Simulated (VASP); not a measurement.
# Ru (P6_3/mmc) in VASP: a series of runs, part 3 of 3

VASP 6.6.1. Earlier steps stand in the parts before.

## Step 4: Relaxation of cell and atoms, PBE

The input, INCAR:

```
PREC = Accurate
ENCUT = 500
EDIFF = 1E-7
ISMEAR = -1
SIGMA = 0.05
LREAL = F
LASPH = T
NELM = 120
ALGO = Normal
ISIF = 3
LWAVE = F
LCHARG = F
GGA = PE
IBRION = 2
NSW = 60
EDIFFG = -0.005
GGA_COMPAT = F
NELMIN = 4
```

The input, KPOINTS:

```
Automatic mesh
0
Gamma
  17 17 10
```

The input, POSCAR:

```
Ru
1.0
    2.6974396414      0.0000000000      0.0000000000
   -1.3487198207      2.3360512546      0.0000000000
    0.0000000000      0.0000000000      4.3698522191
Ru
2
Direct
    0.3333333333      0.6666666667      0.2500000000
    0.6666666667      0.3333333333      0.7500000000
```

Potentials or basis: VASP PAW PBE potentials, release 64 (Ru_pv).

Run with:

```bash
$ cat potpaw_PBE.64/Ru_pv/POTCAR > POTCAR
$ mpirun -np 1 vasp_std > vasp.out
```

OUTCAR:

```text
PREC = Accurate
   ENCUT = 500
   EDIFF = 1E-7
   ISMEAR = -1
   LREAL = F
   LASPH = T
   NELM = 120
   ISIF = 3
   GGA = PE
   IBRION = 2
   NSW = 60
   EDIFFG = -0.005
   NELMIN = 4

 ion  position               nearest neighbor table
   1  0.333  0.667  0.250-   2 2.68   2 2.68   2 2.68   2 2.68   2 2.68   2 2.68
   2  0.667  0.333  0.750-   1 2.68   1 2.68   1 2.68   1 2.68   1 2.68   1 2.68

  LATTYP: Found a hexagonal cell.
 ALAT       =     2.6974396414
 C/A-ratio  =     1.6200000000

  Lattice vectors:

 A1 = (   2.6974396414,   0.0000000000,   0.0000000000)
 A2 = (  -1.3487198207,   2.3360512546,   0.0000000000)
 A3 = (   0.0000000000,   0.0000000000,   4.3698522191)

Analysis of symmetry for initial positions (statically):
=====================================================================
 Subroutine PRICEL returns:
 Original cell was already a primitive cell.

 Routine SETGRP: Setting up the symmetry group for a
 hexagonal supercell.

 Subroutine GETGRP returns: Found 24 space group operations
 (whereof 12 operations were pure point group operations)
 out of a pool of 24 trial point group operations.

The static configuration has the point symmetry D_3d.
 The point group associated with its full space group is D_6h.

Analysis of symmetry for dynamics (positions and initial velocities):
=====================================================================
 Subroutine PRICEL returns:
 Original cell was already a primitive cell.

 Routine SETGRP: Setting up the symmetry group for a
 hexagonal supercell.

 Subroutine GETGRP returns: Found 24 space group operations
 (whereof 12 operations were pure point group operations)
 out of a pool of 24 trial point group operations.

The dynamic configuration has the point symmetry D_3d.
 The point group associated with its full space group is D_6h.

 Subroutine INISYM returns: Found 24 space group operations
 (whereof 12 operations are pure point group operations),
 and found     1 'primitive' translations

[... 118 lines left out ...]
   LORBIT       =      0    0 simple, 1 ext, 2 COOP (PROOUT), +10 PAW based schemes
   GGA     = PE    functional components
   LHFCALC =     F    Hartree Fock is set to
   AEXX    =    0.0000 exact exchange contribution
   IVDW    =     0    specifies the selected vdW correction
   LEPSILON=     F    determine dielectric tensor
   LRPA    =     F    only Hartree local field effects (RPA)
 conjugate gradient relaxation of ions
 non-spin polarized calculation
  energy-cutoff  :      500.00
  volume of cell :       27.54
 maximum number of plane-waves:       718
 NGX is ok and might be reduce to    20
   NGX =  9   NGY =  9   NGZ = 15

--------------------------------------- Ionic step        1  -------------------------------------------

 number of electron      28.0000012 magnetization

 Free energy of the ion-electron system (eV)
  ---------------------------------------------------
  ext. energy  EPLUGINS =         0.00000000
  ---------------------------------------------------
  free energy    TOTEN  =       -18.45384505 eV

  energy without entropy =      -18.43787909  energy(sigma->0) =      -18.44586207

------------------------ aborting loop because EDIFF is reached ----------------------------------------

  FORCE on cell =-STRESS in cart. coord.  units (eV):
  Direction    XX          YY          ZZ          XY          YZ          ZX
  --------------------------------------------------------------------------------------
  -------------------------------------------------------------------------------------
  Total        0.6303189      0.6303189     -1.3333094      0.0000000      0.0000000      0.0000000
  in kB       36.6749950     36.6749950    -77.5783765      0.0000000      0.0000000      0.0000000
  external PRESSURE =      -1.4094622 kB  Pullay stress =       0.0000000 kB
[... 239 lines left out ...]
--------------------------------------- Ionic step        8  -------------------------------------------

 number of electron      28.0000013 magnetization

 Free energy of the ion-electron system (eV)
  ---------------------------------------------------
  ext. energy  EPLUGINS =         0.00000000
  ---------------------------------------------------
  free energy    TOTEN  =       -18.47070864 eV

  energy without entropy =      -18.45327899  energy(sigma->0) =      -18.46199382

 E-fermi :  12.6043     XC(G=0): -14.0344

 val. band max:       12.6023707902   @ k =   0.1176   0.0588   0.4000
 cond. band min:      12.6061574527   @ k =   0.2353   0.0588   0.3000
 fundamental gap:      0.0037866625
 Fermi energy:        12.6042823291

 k-point     1 :       0.0000    0.0000    0.0000
  band No.  band energies     occupation
      1     -31.0135      2.00000
      2     -30.1260      2.00000
      3     -30.1260      2.00000
      4     -29.9611      2.00000
      5     -29.9611      2.00000
      6     -29.9162      2.00000
[... 481 lines left out ...]
      5     -30.0964      2.00000
      6     -30.0591      2.00000
[... 10 lines left out ...]
     17      14.1610      0.00000
     18      21.4470      0.00000

 [... further k-points ...]
[... 5 lines left out ...]
  --------------------------------------------------------------------------------------
  -------------------------------------------------------------------------------------
  Total        0.0049341      0.0049341     -0.0096263      0.0000000      0.0000000      0.0000000
  in kB        0.2871195      0.2871195     -0.5601596      0.0000000      0.0000000      0.0000000
  external PRESSURE =       0.0046931 kB  Pullay stress =       0.0000000 kB
[... 17 lines left out ...]
  FREE ENERGIE OF THE ION-ELECTRON SYSTEM (eV)
  ---------------------------------------------------
  free  energy   TOTEN  =       -18.4707086425 eV

  energy  without entropy=      -18.4532789907  energy(sigma->0) =      -18.46199382

 reached required accuracy - stopping structural energy minimisation
```

It took 2.6 min on 1 thread of Intel Xeon 6975P-C (Granite Rapids), shared host; peak memory 0.2 GiB.

What came out:

```
Free energy               : -18.4707 eV
Energy gained by relaxing : 8.4 meV/atom
Ionic steps               : 8
Pressure after relaxing   : 0.0 GPa
Band gap on the k mesh    : zero (band 14 reaches 13.99 eV, above the bottom of band 15 at 11.01 eV)
```

Stress tensor (GPa, compression positive):
```
 0.03  0.00  0.00
 0.00  0.03  0.00
 0.00  0.00 -0.06
```

Step by step:
```tsv
step	energy change (eV)	largest force (eV/Å)	pressure (GPa)	volume (Å³)
1	0.0000	0.0000	-0.14	27.54
2	-0.0049	0.0000	1.23	27.47
3	-0.0168	0.0000	0.33	27.50
4	-0.0168	0.0000	0.35	27.50
5	-0.0166	0.0000	-0.87	27.61
6	-0.0169	0.0000	0.01	27.53
7	-0.0169	0.0000	0.01	27.53
8	-0.0169	0.0000	0.00	27.53
```

Final structure:
```
Ru
1.0
     2.72065    0.00000    0.00000
    -1.36033    2.35615    0.00000
     0.00000    0.00000    4.29518
Ru
2
Direct
  0.33333 0.66667 0.25000
  0.66667 0.33333 0.75000
```

Levels at points of the mesh, in eV from the Fermi level:
```csv
k point,band 11,band 12,band 13,band 14,band 15,band 16,band 17,band 18
"(0.00, 0.00, 0.00)",-2.37,-1.89,-1.89,-1.40,-1.40,1.14,1.14,1.29
"(0.00, 0.00, 0.50)",-2.73,-2.73,-2.67,-2.67,0.51,0.51,0.51,0.51
```

## Step 5: Relaxation of cell and atoms, PBE

The input, INCAR:

```
SYSTEM = Ru
PREC = Accurate
ENCUT = 500
EDIFF = 1E-7
ISMEAR = -1
SIGMA = 0.05
LREAL = .False.
LASPH = .True.
NELM = 120
ALGO = Normal
ISIF = 3
LWAVE = .False.
LCHARG = .False.
GGA = PE
IBRION = 2
NSW = 45
EDIFFG = -0.005
GGA_COMPAT = .False.
NELMIN = 4
```

The input, KPOINTS:

```
Automatic mesh
0
Gamma
  17 17 10
  0 0 0
```

The input, POSCAR:

```
Ru
1.0
    2.7210772114      0.0000000000      0.0000000000
   -1.3605386057      2.3565219908      0.0000000000
    0.0000000000      0.0000000000      4.2948850397
Ru
2
Direct
    0.3333333333      0.6666666667      0.2500000000
    0.6666666667      0.3333333333      0.7500000000
```

Potentials or basis: VASP PAW PBE potentials, release 64 (Ru_pv).

Run with:

```bash
$ cat potpaw_PBE.64/Ru_pv/POTCAR > POTCAR
$ mpirun -np 1 vasp_std > vasp.out
```

OUTCAR:

```text
SYSTEM = Ru
   PREC = Accurate
   ENCUT = 500
   EDIFF = 1E-7
   ISMEAR = -1
   LREAL = .False.
   LASPH = .True.
   NELM = 120
   ISIF = 3
   GGA = PE
   IBRION = 2
   NSW = 45
   EDIFFG = -0.005
   NELMIN = 4

 ion  position               nearest neighbor table
   1  0.333  0.667  0.250-   2 2.66   2 2.66   2 2.66   2 2.66   2 2.66   2 2.66
   2  0.667  0.333  0.750-   1 2.66   1 2.66   1 2.66   1 2.66   1 2.66   1 2.66

  LATTYP: Found a hexagonal cell.
 ALAT       =     2.7210772114
 C/A-ratio  =     1.5783767626

  Lattice vectors:

 A1 = (   2.7210772114,   0.0000000000,   0.0000000000)
[... 251 lines left out ...]

 number of electron      28.0000013 magnetization

 Free energy of the ion-electron system (eV)
  ---------------------------------------------------
  ext. energy  EPLUGINS =         0.00000000
  ---------------------------------------------------
  free energy    TOTEN  =       -18.47071562 eV

  energy without entropy =      -18.45327922  energy(sigma->0) =      -18.46199742

 E-fermi :  12.6054     XC(G=0): -14.0347

 val. band max:       12.6033981832   @ k =   0.1176   0.0588   0.4000
 cond. band min:      12.6068639978   @ k =   0.2353   0.0588   0.3000
 fundamental gap:      0.0034658146
 Fermi energy:        12.6053572828

 k-point     1 :       0.0000    0.0000    0.0000
  band No.  band energies     occupation
      1     -31.0128      2.00000
      2     -30.1253      2.00000
      3     -30.1253      2.00000
      4     -29.9602      2.00000
      5     -29.9602      2.00000
      6     -29.9148      2.00000
[... 481 lines left out ...]
      5     -30.0954      2.00000
      6     -30.0579      2.00000
[... 10 lines left out ...]
     17      14.1630      0.00000
     18      21.4499      0.00000

 [... further k-points ...]
[... 5 lines left out ...]
  --------------------------------------------------------------------------------------
  -------------------------------------------------------------------------------------
  Total       -0.0006456     -0.0006456      0.0033761     -0.0000000      0.0000000      0.0000000
  in kB       -0.0375686     -0.0375686      0.1964653     -0.0000000      0.0000000      0.0000000
  external PRESSURE =       0.0404427 kB  Pullay stress =       0.0000000 kB
[... 17 lines left out ...]
  FREE ENERGIE OF THE ION-ELECTRON SYSTEM (eV)
  ---------------------------------------------------
  free  energy   TOTEN  =       -18.4707156200 eV

  energy  without entropy=      -18.4532792203  energy(sigma->0) =      -18.46199742

 reached required accuracy - stopping structural energy minimisation
```

It took 63 s on 1 thread of Intel Xeon 6975P-C (Granite Rapids), shared host; peak memory 0.2 GiB.

Results:

- Free energy: -18.4707 eV
- Relaxed volume: 13.77 Å³/atom
- Relaxed cell: a = 2.721 Å, b = 2.721 Å, c = 4.295 Å, α = 90.00°, β = 90.00°, γ = 120.00°
- Space group after relaxing (to 0.05 Å): P6_3/mmc (No. 194)
- Energy gained by relaxing: 0.0 meV/atom
- Ionic steps: 3
- Pressure after relaxing: 0.0 GPa
- Band gap on the k mesh: zero (band 14 reaches 13.99 eV, above the bottom of band 15 at 11.01 eV)

Final structure:
```yaml
crystal:
  lattice:
    - [2.72078, 0.00000, 0.00000]
    - [-1.36039, 2.35626, 0.00000]
    - [0.00000, 0.00000, 4.29458]
  atoms:
    - { symbol: Ru, position: [0.33333, 0.66667, 0.25000] }
    - { symbol: Ru, position: [0.66667, 0.33333, 0.75000] }
```

Levels at points of the mesh, in eV from the Fermi level:
```tsv
k point	band 12	band 13	band 14	band 15	band 16	band 17
(0.00, 0.00, 0.00)	-1.89	-1.89	-1.40	-1.40	1.14	1.14
(0.00, 0.00, 0.50)	-2.73	-2.67	-2.67	0.51	0.51	0.51
```

## Step 6: Summary

| task | cell | gap on the mesh (eV) | pressure (GPa) | relaxed volume (Å³/atom) |
| --- | --- | --- | --- | --- |
| single point | a = 2.721, b = 2.721, c = 4.295 Å, angles 90.0, 90.0, 120.0°, 2 atoms | none | 0.0 | - |
| relaxation of cell and atoms | relaxed from a = 2.697, b = 2.697, c = 4.370 Å, angles 90.0, 90.0, 120.0°, 2 atoms | none | 0.0 | 13.77 |
| relaxation of cell and atoms | relaxed from a = 2.721, b = 2.721, c = 4.295 Å, angles 90.0, 90.0, 120.0°, 2 atoms | none | 0.0 | 13.77 |

Alike in all rows: level PBE; potentials or basis VASP PAW PBE potentials, release 64 (Ru_pv); no spin polarisation; k mesh 17 × 17 × 10; cutoff (eV) 500; smearing fermi-dirac 0.05 eV.

Absolute energies hang on the potentials; compare differences alone.
